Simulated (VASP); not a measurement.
# Y (P6_3/mmc) in VASP: further runs, part 2 of 2

VASP 6.6.1. Earlier steps stand in the parts before.

**5. Single point, PBE**

Contents of INCAR:

```
PREC = Accurate
ENCUT = 520
EDIFF = 1E-6
ISMEAR = -1
SIGMA = 0.1
LREAL = F
LASPH = T
NELM = 60
ALGO = Normal
ISIF = 2
LWAVE = F
LCHARG = T
GGA = PE
LELF = T
LVHAR = T
NBANDS = 18
```

Contents of KPOINTS:

```
regular mesh
0
Gamma
  10 10 6
```

Contents of POSCAR:

```
Y
1.0
    3.6535431712      0.0000000000      0.0000000000
   -1.8267715856      3.1640612001      0.0000000000
    0.0000000000      0.0000000000      5.6988610241
Y
2
Direct
    0.3333333333      0.6666666667      0.2500000000
    0.6666666667      0.3333333333      0.7500000000
```

Potentials or basis: VASP PAW PBE potentials, release 64 (Y_sv).

Run with:

```bash
$ cat potpaw_PBE.64/Y_sv/POTCAR > POTCAR
$ mpirun -np 1 vasp_std > vasp.out
```

OUTCAR:

```text
PREC = Accurate
   ENCUT = 520
   EDIFF = 1E-6
   ISMEAR = -1
   LREAL = F
   LASPH = T
   NELM = 60
   ISIF = 2
   GGA = PE

 ion  position               nearest neighbor table
   1  0.333  0.667  0.250-   2 3.55   2 3.55   2 3.55   2 3.55   2 3.55   2 3.55
   2  0.667  0.333  0.750-   1 3.55   1 3.55   1 3.55   1 3.55   1 3.55   1 3.55

  LATTYP: Found a hexagonal cell.
 ALAT       =     3.6535431712
 C/A-ratio  =     1.5598176228

  Lattice vectors:

 A1 = (   3.6535431712,   0.0000000000,   0.0000000000)
 A2 = (  -1.8267715856,   3.1640612001,   0.0000000000)
 A3 = (   0.0000000000,   0.0000000000,   5.6988610241)

Analysis of symmetry for initial positions (statically):
=====================================================================
 Subroutine PRICEL returns:
 Original cell was already a primitive cell.

 Routine SETGRP: Setting up the symmetry group for a
 hexagonal supercell.

 Subroutine GETGRP returns: Found 24 space group operations
 (whereof 12 operations were pure point group operations)
 out of a pool of 24 trial point group operations.

The static configuration has the point symmetry D_3d.
 The point group associated with its full space group is D_6h.

Analysis of symmetry for dynamics (positions and initial velocities):
=====================================================================
 Subroutine PRICEL returns:
 Original cell was already a primitive cell.

 Routine SETGRP: Setting up the symmetry group for a
 hexagonal supercell.

 Subroutine GETGRP returns: Found 24 space group operations
 (whereof 12 operations were pure point group operations)
 out of a pool of 24 trial point group operations.

The dynamic configuration has the point symmetry D_3d.
 The point group associated with its full space group is D_6h.

 Subroutine INISYM returns: Found 24 space group operations
 (whereof 12 operations are pure point group operations),
 and found     1 'primitive' translations

[... 110 lines left out ...]
   EFERMI_NEDOS =   21; number of points for ismear=-14 and -15
   IALGO  =     38    algorithm
   IMIX   =      4    mixing-type and parameters
     AMIX     =   0.40;   BMIX     =  1.00
     AMIX_MAG =   1.60;   BMIX_MAG =  1.00
  volume/ion in A,a.u.               =      32.94       222.29
  Fermi-wavevector in a.u.,A,eV,Ry     =   1.135795  2.146342 17.551931  1.290031
  Thomas-Fermi vector in A             =   2.272500
   LORBIT       =      0    0 simple, 1 ext, 2 COOP (PROOUT), +10 PAW based schemes
   GGA     = PE    functional components
   LHFCALC =     F    Hartree Fock is set to
   AEXX    =    0.0000 exact exchange contribution
   IVDW    =     0    specifies the selected vdW correction
   LEPSILON=     F    determine dielectric tensor
   LRPA    =     F    only Hartree local field effects (RPA)
 non-spin polarized calculation
  energy-cutoff  :      520.00
  volume of cell :       65.88
 maximum number of plane-waves:      1784
 NGX is ok and might be reduce to    28
   NGX = 13   NGY = 13   NGZ = 21

 number of electron      22.0000000 magnetization

 Free energy of the ion-electron system (eV)
  ---------------------------------------------------
  ext. energy  EPLUGINS =         0.00000000
  ---------------------------------------------------
  free energy    TOTEN  =       -12.92966715 eV

  energy without entropy =      -12.80960163  energy(sigma->0) =      -12.86963439

 E-fermi :   2.9824     XC(G=0):  -9.4155

 val. band max:        2.9566005595   @ k =   0.4000  -0.0000   0.0000
 cond. band min:       2.9874006728   @ k =   0.4000  -0.0000   0.1667
 fundamental gap:      0.0308001133
 Fermi energy:         2.9823759640

 k-point     1 :       0.0000    0.0000    0.0000
  band No.  band energies     occupation
      1     -39.7082      2.00000
      2     -39.6343      2.00000
      3     -19.9854      2.00000
      4     -19.5121      2.00000
      5     -19.5121      2.00000
      6     -19.4210      2.00000
[... 481 lines left out ...]
      5     -19.6914      2.00000
      6     -19.6233      2.00000
[... 10 lines left out ...]
     17       7.7532      0.00000
     18       7.9942      0.00000

 [... further k-points ...]

------------------------ aborting loop because EDIFF is reached ----------------------------------------

  FORCE on cell =-STRESS in cart. coord.  units (eV):
  Direction    XX          YY          ZZ          XY          YZ          ZX
  --------------------------------------------------------------------------------------
  -------------------------------------------------------------------------------------
  Total       -0.0495587     -0.0495587     -0.0445124      0.0000000      0.0000000     -0.0000000
  in kB       -1.2052663     -1.2052663     -1.0825413      0.0000000      0.0000000     -0.0000000
  external PRESSURE =      -1.1643580 kB  Pullay stress =       0.0000000 kB

 VOLUME and BASIS-vectors are now :
 -----------------------------------------------------------------------------
  energy-cutoff  :      520.00
  volume of cell :       65.88
      direct lattice vectors                 reciprocal lattice vectors
     3.653543171  0.000000000  0.000000000     0.273706907  0.158024756  0.000000000
    -1.826771586  3.164061200  0.000000000     0.000000000  0.316049513  0.000000000
     0.000000000  0.000000000  5.698861024     0.000000000  0.000000000  0.175473660

 POSITION                                       TOTAL-FORCE (eV/Angst)
 -----------------------------------------------------------------------------------
     -0.00000      2.10937      1.42472        -0.000000      0.000000      0.000000
      1.82677      1.05469      4.27415         0.000000     -0.000000      0.000000
 -----------------------------------------------------------------------------------
    total drift:                               -0.000000      0.000000     -0.000000

  FREE ENERGIE OF THE ION-ELECTRON SYSTEM (eV)
  ---------------------------------------------------
  free  energy   TOTEN  =       -12.9296671461 eV

  energy  without entropy=      -12.8096016328  energy(sigma->0) =      -12.86963439
```

stdout:

```text
POSCAR found type information on POSCAR Y
 POSCAR found :  1 types and       2 ions
 scaLAPACK will be used
 LDA part: xc-table for (Slater+PW92), standard interpolation
 POSCAR, INCAR and KPOINTS ok, starting setup
 FFT: planning ... GRIDC
 FFT: planning ... GRID_SOFT
 FFT: planning ... GRID
 WAVECAR not read
 entering main loop
```

It took 2.8 min on 1 thread of Intel Xeon 8259CL, shared host; peak memory 0.22 GiB.

What came out:

| Item | Value |
| --- | --- |
| Free energy | -12.9297 eV |
| Pressure | -0.1 GPa |
| Band gap on the k mesh | zero (bands 11 and 12 overlap by 1.45 eV) |

Levels at points of the mesh, in eV from the Fermi level:
```
           k point  band 8  band 9  band 10  band 11  band 12  band 13  band 14  band 15
(0.00, 0.00, 0.00)  -22.37   -4.68    -1.84     0.92     1.74     1.74     2.09     2.36
(0.50, 0.00, 0.00)  -22.46   -1.67    -1.17    -0.80    -0.12     1.42     1.45     2.09
(0.00, 0.00, 0.50)  -22.45   -3.23    -3.23     0.97     0.97     1.66     1.66     1.66
(0.50, 0.00, 0.50)  -22.52   -1.64    -1.64     0.08     0.08     1.38     1.38     2.75
```

**6. The runs side by side**

| k mesh | gap on the mesh (eV) | pressure (GPa) |
| --- | --- | --- |
| 5 × 5 × 3 | none | 0.0 |
| 6 × 6 × 4 | none | -0.1 |
| 8 × 8 × 5 | none | -0.1 |
| 10 × 10 × 6 | none | -0.1 |

Alike in all rows: task single point; level PBE; potentials or basis VASP PAW PBE potentials, release 64 (Y_sv); no spin polarisation; cell as given; cutoff (eV) 520; smearing fermi-dirac 0.1 eV.

Caveats: some runs use coarse meshes.

Total energies depend on the potentials used, so only differences within one code and one set of settings carry meaning.
